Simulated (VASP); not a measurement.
# AlGa3N4 (P-43m) in VASP: further runs

AlGa3N4 is run at these levels: LDA; tasks: single point.

All numbers are computed with VASP 6.6.1; they aren't measurements. Logs are shortened: lines on timing, memory, paths and dates and some standing lists are left out, and cuts for length are marked.

### Step 1. The cell of the first run

Symmetry: P-43m, No. 215, cubic system. Conventional cell: a = 4.427 Å, b = 4.427 Å, c = 4.427 Å, α = 90.00°, β = 90.00°, γ = 90.00°. Al (site symmetry -43m) has 4 N at 1.88 Å within 2.5 Å. Ga (site symmetry -42m) has 4 N at 1.93 Å within 2.6 Å. N (site symmetry 3m) has 1 Al at 1.88 Å and 3 Ga at 1.93 Å within 2.5 Å.

### Step 2. Single point, LDA

The input, INCAR:

```
ALGO = Normal
EDIFF = 1E-6
ENCUT = 520
ISIF = 2
ISMEAR = 0
LASPH = True
LCHARG = True
LELF = True
LREAL = False
LVHAR = True
LWAVE = False
NBANDS = 41
NELM = 80
PREC = Accurate
SIGMA = 0.02
```

The input, KPOINTS:

```
k-points
0
Gamma
  6 6 6
```

The input, POSCAR:

```
AlGa3N4
1.0
    4.4270176666      0.0000000000      0.0000000000
    0.0000000000      4.4270176666      0.0000000000
    0.0000000000      0.0000000000      4.4270176666
Al Ga N
1 3 4
Direct
    0.0000000000      0.0000000000      0.0000000000
    0.5000000000      0.5000000000      0.0000000000
    0.5000000000      0.0000000000      0.5000000000
    0.0000000000      0.5000000000      0.5000000000
    0.7548139550      0.7548139550      0.2451860450
    0.7548139550      0.2451860450      0.7548139550
    0.2451860450      0.7548139550      0.7548139550
    0.2451860450      0.2451860450      0.2451860450
```

Potentials or basis: VASP PAW LDA potentials, release 64 (Al, Ga_d, N).

On the command line:

```sh
$ cat potpaw_LDA.64/Al/POTCAR potpaw_LDA.64/Ga_d/POTCAR potpaw_LDA.64/N/POTCAR > POTCAR
$ mpirun -np 1 vasp_std > vasp.out
```

OUTCAR:

```text
EDIFF = 1E-6
   ENCUT = 520
   ISIF = 2
   ISMEAR = 0
   LASPH = True
   LREAL = False
   NELM = 80
   PREC = Accurate

 ion  position               nearest neighbor table
   1  0.000  0.000  0.000-   5 1.88   6 1.88   7 1.88   8 1.88   3 3.13   4 3.13   2 3.13   3 3.13
                             4 3.13   2 3.13   4 3.13   4 3.13   2 3.13   3 3.13   3 3.13   2 3.13
   2  0.500  0.500  0.000-   5 1.93   6 1.93   7 1.93   8 1.93   1 3.13   1 3.13   1 3.13   1 3.13

   3  0.500  0.000  0.500-   5 1.93   6 1.93   7 1.93   8 1.93   1 3.13   1 3.13   1 3.13   1 3.13

   4  0.000  0.500  0.500-   5 1.93   6 1.93   7 1.93   8 1.93   1 3.13   1 3.13   1 3.13   1 3.13

   5  0.755  0.755  0.245-   1 1.88   2 1.93   3 1.93   4 1.93
   6  0.755  0.245  0.755-   1 1.88   2 1.93   3 1.93   4 1.93
   7  0.245  0.755  0.755-   1 1.88   2 1.93   3 1.93   4 1.93
   8  0.245  0.245  0.245-   1 1.88   2 1.93   3 1.93   4 1.93

  LATTYP: Found a simple cubic cell.
 ALAT       =     4.4270176666

  Lattice vectors:

 A1 = (   4.4270176666,   0.0000000000,   0.0000000000)
 A2 = (   0.0000000000,   4.4270176666,   0.0000000000)
 A3 = (   0.0000000000,   0.0000000000,   4.4270176666)

Analysis of symmetry for initial positions (statically):
=====================================================================
 Subroutine PRICEL returns:
 Original cell was already a primitive cell.

 Routine SETGRP: Setting up the symmetry group for a
 simple cubic supercell.

 Subroutine GETGRP returns: Found 24 space group operations
 (whereof 24 operations were pure point group operations)
 out of a pool of 48 trial point group operations.

The static configuration has the point symmetry T_d .

Analysis of symmetry for dynamics (positions and initial velocities):
=====================================================================
 Subroutine PRICEL returns:
 Original cell was already a primitive cell.

 Routine SETGRP: Setting up the symmetry group for a
 simple cubic supercell.

 Subroutine GETGRP returns: Found 24 space group operations
 (whereof 24 operations were pure point group operations)
 out of a pool of 48 trial point group operations.

The dynamic configuration has the point symmetry T_d .

 Subroutine INISYM returns: Found 24 space group operations
 (whereof 24 operations are pure point group operations),
 and found     1 'primitive' translations

----------------------------------------------------------------------------------------

                                     Primitive cell

  volume of cell :      86.7628

  direct lattice vectors                    reciprocal lattice vectors
     4.427017667  0.000000000  0.000000000     0.225885703  0.000000000  0.000000000
     0.000000000  4.427017667  0.000000000     0.000000000  0.225885703  0.000000000
     0.000000000  0.000000000  4.427017667     0.000000000  0.000000000  0.225885703

  length of vectors
     4.427017667  4.427017667  4.427017667     0.225885703  0.225885703  0.225885703

  position of ions in fractional coordinates (direct lattice)
     0.000000000  0.000000000  0.000000000
     0.500000000  0.500000000  0.000000000
     0.500000000  0.000000000  0.500000000
     0.000000000  0.500000000  0.500000000
     0.754813955  0.754813955  0.245186045
     0.754813955  0.245186045  0.754813955
     0.245186045  0.754813955  0.754813955
     0.245186045  0.245186045  0.245186045

  ion indices of the primitive-cell ions
   primitive index   ion index
                 1           1
                 2           2
                 3           3
                 4           4
                 5           5
                 6           6
                 7           7
                 8           8

----------------------------------------------------------------------------------------

 KPOINTS: k-points

Automatic generation of k-mesh.
 Grid dimensions read from file:
 generate k-points for:    6    6    6

 Generating k-lattice:

  Cartesian coordinates                     Fractional coordinates (reciprocal lattice)
     0.037647617  0.000000000  0.000000000     0.166666667  0.000000000  0.000000000
     0.000000000  0.037647617  0.000000000     0.000000000  0.166666667  0.000000000
     0.000000000  0.000000000  0.037647617     0.000000000  0.000000000  0.166666667

  Length of vectors
     0.037647617  0.037647617  0.037647617

  Shift w.r.t. Gamma in fractional coordinates (k-lattice)
     0.000000000  0.000000000  0.000000000

 Subroutine IBZKPT returns following result:
 ===========================================

 Found     20 irreducible k-points:

 Following reciprocal coordinates:
            Coordinates               Weight
  0.000000  0.000000  0.000000      1.000000
  0.166667  0.000000  0.000000      6.000000
  0.333333  0.000000  0.000000      6.000000
  0.500000  0.000000  0.000000      3.000000
  0.166667  0.166667  0.000000     12.000000
  0.333333  0.166667  0.000000     24.000000
[... 12 lines left out ...]
  0.500000  0.500000  0.333333      6.000000
  0.500000  0.500000  0.500000      1.000000
   k-points           NKPTS =     20   k-points in BZ     NKDIM =     20   number of bands    NBANDS=     41
   number of dos      NEDOS =    301   number of ions     NIONS =      8
   total plane-waves  NPLWV =  46656
   dimension x,y,z NGX =    36 NGY =   36 NGZ =   36
   dimension x,y,z NGXF=    72 NGYF=   72 NGZF=   72
   ions per type =               1   3   4
   NGX,Y,Z   is equivalent  to a cutoff of  13.52, 13.52, 13.52 a.u.
   NGXF,Y,Z  is equivalent  to a cutoff of  27.04, 27.04, 27.04 a.u.
 SYSTEM =  unknown system
   PREC   = accura    normal or accurate (medium, high low for compatibility)
   ISTART =      0    job   : 0-new  1-cont  2-samecut
   ICHARG =      2    charge: 1-file 2-atom 10-const
   ISPIN  =      1    spin polarized calculation?
   LNONCOLLINEAR =      F non collinear calculations
   LSORBIT =      F    spin-orbit coupling
   LASPH  =      T    aspherical Exc in radial PAW
   ENCUT  =  520.0 eV  38.22 Ry    6.18 a.u.   8.23  8.23  8.23*2*pi/ulx,y,z
   NELM   =     80;   NELMIN=  2; NELMDL= -5     # of ELM steps
   EDIFF  = 0.1E-05   stopping-criterion for ELM
   LREAL  =      F    real-space projection
[... 7 lines left out ...]
   TEBEG  =    0.0;   TEEND  =   0.0 temperature during run
   PSTRESS=    0.0 pullay stress
   NELECT =      62.0000    total number of electrons
   NUPDOWN=      -1.0000    fix difference up-down
   EMIN   =  10.00;   EMAX   =-10.00  energy-range for DOS
   EFERMI =   0.00;   METHOD = LEGACY
   ISMEAR =     0;   SIGMA  =   0.02  broadening in eV -4-tet -1-fermi 0-gaus
   EFERMI_NEDOS =   21; number of points for ismear=-14 and -15
   IALGO  =     38    algorithm
   IMIX   =      4    mixing-type and parameters
     AMIX     =   0.40;   BMIX     =  1.00
     AMIX_MAG =   1.60;   BMIX_MAG =  1.00
  volume/ion in A,a.u.               =      10.85        73.19
  Fermi-wavevector in a.u.,A,eV,Ry     =   1.463617  2.765835 29.146060  2.142175
  Thomas-Fermi vector in A             =   2.579691
   LORBIT       =      0    0 simple, 1 ext, 2 COOP (PROOUT), +10 PAW based schemes
   GGA     = CA    functional components
   LHFCALC =     F    Hartree Fock is set to
   AEXX    =    0.0000 exact exchange contribution
   IVDW    =     0    specifies the selected vdW correction
   LEPSILON=     F    determine dielectric tensor
   LRPA    =     F    only Hartree local field effects (RPA)
 non-spin polarized calculation
 Gauss-broadening in eV      SIGMA  =   0.02
  energy-cutoff  :      520.00
  volume of cell :       86.76
 maximum number of plane-waves:      2360
 NGX is ok and might be reduce to    36
   NGX = 17   NGY = 17   NGZ = 17

 number of electron      61.9999939 magnetization

 Free energy of the ion-electron system (eV)
  ---------------------------------------------------
  ext. energy  EPLUGINS =         0.00000000
  ---------------------------------------------------
  free energy    TOTEN  =       -58.19864985 eV

  energy without entropy =      -58.19864985  energy(sigma->0) =      -58.19864985

 E-fermi :   5.6443     XC(G=0): -12.0804

 val. band max:        5.4827631124   @ k =   0.0000   0.0000   0.0000
 cond. band min:       8.0529836283   @ k =   0.0000   0.0000   0.0000
 fundamental gap:      2.5702205160
 Fermi energy:         5.6442505004

 k-point     1 :       0.0000    0.0000    0.0000
  band No.  band energies     occupation
      1     -10.2973      2.00000
      2      -9.0042      2.00000
      3      -9.0042      2.00000
      4      -9.0042      2.00000
      5      -7.8029      2.00000
      6      -7.7756      2.00000
[... 33 lines left out ...]
     40      16.3403      0.00000
     41      16.3413      0.00000

 k-point     2 :       0.1667    0.0000    0.0000
  band No.  band energies     occupation
      1     -10.1792      2.00000
      2      -9.0371      2.00000
      3      -9.0053      2.00000
      4      -9.0053      2.00000
      5      -7.7959      2.00000
      6      -7.7724      2.00000
[... 33 lines left out ...]
     40      16.5625      0.00000
     41      16.6110      0.00000

 k-point     3 :       0.3333    0.0000    0.0000
  band No.  band energies     occupation
      1      -9.8630      2.00000
      2      -9.1653      2.00000
      3      -9.0074      2.00000
      4      -9.0074      2.00000
      5      -7.7631      2.00000
      6      -7.7567      2.00000
[... 33 lines left out ...]
     40      16.9735      0.00000
     41      17.1349      0.00000

 k-point     4 :       0.5000    0.0000    0.0000
  band No.  band energies     occupation
      1      -9.5323      2.00000
      2      -9.3917      2.00000
      3      -9.0086      2.00000
      4      -9.0086      2.00000
      5      -7.7352      2.00000
      6      -7.7258      2.00000
[... 649 lines left out ...]
     40      15.8474      0.00000
     41      16.1457      0.00000

 k-point    19 :       0.5000    0.5000    0.3333
  band No.  band energies     occupation
      1      -9.3339      2.00000
      2      -9.1466      2.00000
      3      -9.1466      2.00000
      4      -9.1343      2.00000
      5      -7.7820      2.00000
      6      -7.7820      2.00000
[... 33 lines left out ...]
     40      15.7678      0.00000
     41      15.8476      0.00000

 k-point    20 :       0.5000    0.5000    0.5000
  band No.  band energies     occupation
      1      -9.3416      2.00000
      2      -9.1440      2.00000
      3      -9.1440      2.00000
      4      -9.1440      2.00000
      5      -7.7864      2.00000
      6      -7.7864      2.00000
[... 33 lines left out ...]
     40      15.4576      0.00000
     41      15.4576      0.00000

------------------------ aborting loop because EDIFF is reached ----------------------------------------

  FORCE on cell =-STRESS in cart. coord.  units (eV):
  Direction    XX          YY          ZZ          XY          YZ          ZX
  --------------------------------------------------------------------------------------
  -------------------------------------------------------------------------------------
  Total        0.5604346      0.5604346      0.5604346     -0.0000000     -0.0000000      0.0000000
  in kB       10.3490803     10.3490803     10.3490803     -0.0000000     -0.0000000      0.0000000
  external PRESSURE =      10.3490803 kB  Pullay stress =       0.0000000 kB

 VOLUME and BASIS-vectors are now :
 -----------------------------------------------------------------------------
  energy-cutoff  :      520.00
  volume of cell :       86.76
      direct lattice vectors                 reciprocal lattice vectors
     4.427017667  0.000000000  0.000000000     0.225885703  0.000000000  0.000000000
     0.000000000  4.427017667  0.000000000     0.000000000  0.225885703  0.000000000
     0.000000000  0.000000000  4.427017667     0.000000000  0.000000000  0.225885703

 POSITION                                       TOTAL-FORCE (eV/Angst)
 -----------------------------------------------------------------------------------
      0.00000      0.00000      0.00000         0.000000     -0.000000     -0.000000
      2.21351      2.21351      0.00000         0.000000     -0.000000     -0.000000
      2.21351      0.00000      2.21351         0.000000     -0.000000     -0.000000
      0.00000      2.21351      2.21351         0.000000     -0.000000      0.000000
      3.34157      3.34157      1.08544         0.017353      0.017353     -0.017353
      3.34157      1.08544      3.34157         0.017353     -0.017353      0.017353
      1.08544      3.34157      3.34157        -0.017353      0.017353      0.017353
      1.08544      1.08544      1.08544        -0.017353     -0.017353     -0.017353
 -----------------------------------------------------------------------------------
    total drift:                               -0.000000     -0.000000     -0.000000

  FREE ENERGIE OF THE ION-ELECTRON SYSTEM (eV)
  ---------------------------------------------------
  free  energy   TOTEN  =       -58.1986498453 eV

  energy  without entropy=      -58.1986498453  energy(sigma->0) =      -58.19864985
```

Wall time 64 s (1 thread of Intel Xeon Platinum 8259CL at 2.50GHz (Skylake/Cascade Lake), shared host); peak memory 0.2 GiB.

What came out:

- Free energy: -58.1986 eV
- Pressure: 1.0 GPa
- Largest force: 0.030 eV/Å
- Band gap on the k mesh: 2.57 eV, direct

Forces on the atoms (eV/Å):
```
Al   0.000  0.000  0.000
Ga   0.000  0.000  0.000
Ga   0.000  0.000  0.000
Ga   0.000  0.000  0.000
N    0.017  0.017 -0.017
N    0.017 -0.017  0.017
N   -0.017  0.017  0.017
N   -0.017 -0.017 -0.017
```

### Step 3. Single point, LDA

The input, INCAR:

```
SYSTEM = AlGa3N4
PREC = Accurate
ENCUT = 520
EDIFF = 1E-6
ISMEAR = 0
SIGMA = 0.01
LREAL = .FALSE.
LASPH = .TRUE.
NELM = 100
ALGO = Normal
ISIF = 2
LWAVE = .FALSE.
LCHARG = .TRUE.
GGA = CA
LELF = .TRUE.
LVHAR = .TRUE.
NBANDS = 41
```

The input, KPOINTS:

```
Automatic mesh
0
G
  6 6 6
  0 0 0
```

The input, POSCAR:

```
AlGa3N4
1.0
    4.4269712043      0.0000000000      0.0000000000
    0.0000000000      4.4269712043      0.0000000000
    0.0000000000      0.0000000000      4.4269712043
Al Ga N
1 3 4
Direct
    0.0000000000      0.0000000000      0.0000000000
    0.5000000000      0.5000000000      0.0000000000
    0.5000000000      0.0000000000      0.5000000000
    0.0000000000      0.5000000000      0.5000000000
    0.7548198293      0.7548198293      0.2451801707
    0.7548198293      0.2451801707      0.7548198293
    0.2451801707      0.7548198293      0.7548198293
    0.2451801707      0.2451801707      0.2451801707
```

Potentials or basis: VASP PAW LDA potentials, release 64 (Al, Ga_d, N).

On the command line:

```sh
$ cat potpaw_LDA.64/Al/POTCAR potpaw_LDA.64/Ga_d/POTCAR potpaw_LDA.64/N/POTCAR > POTCAR
$ mpirun -np 1 vasp_std > vasp.out
```

Run time: 64 s. Hardware: 1 thread of Intel Xeon Platinum 8259CL at 2.50GHz (Skylake/Cascade Lake), shared host; peak memory 0.2 GiB.

Results (log left out):

- Free energy: -58.1986 eV
- Pressure: 1.0 GPa
- Largest force: 0.029 eV/Å
- Band gap on the k mesh: 2.57 eV, direct

Forces in eV/Å, atoms in the order of the input:
```
Al   0.000  0.000  0.000
Ga   0.000  0.000  0.000
Ga   0.000  0.000  0.000
Ga   0.000  0.000  0.000
N    0.017  0.017 -0.017
N    0.017 -0.017  0.017
N   -0.017  0.017  0.017
N   -0.017 -0.017 -0.017
```

Levels at points of the mesh, in eV from the valence-band top:
| k point | band 29 | band 30 | band 31 | band 32 | band 33 | band 34 |
| --- | --- | --- | --- | --- | --- | --- |
| (0.00, 0.00, 0.00) | 0.00 | 0.00 | 0.00 | 2.57 | 3.37 | 3.37 |
| (0.50, 0.00, 0.00) | -1.54 | -1.24 | -1.24 | 4.98 | 5.07 | 6.20 |
| (0.50, 0.50, 0.00) | -0.97 | -0.97 | -0.66 | 6.85 | 7.03 | 7.03 |
| (0.50, 0.50, 0.50) | -0.71 | -0.71 | -0.71 | 5.11 | 5.11 | 5.11 |

[end of part 1 of 2]
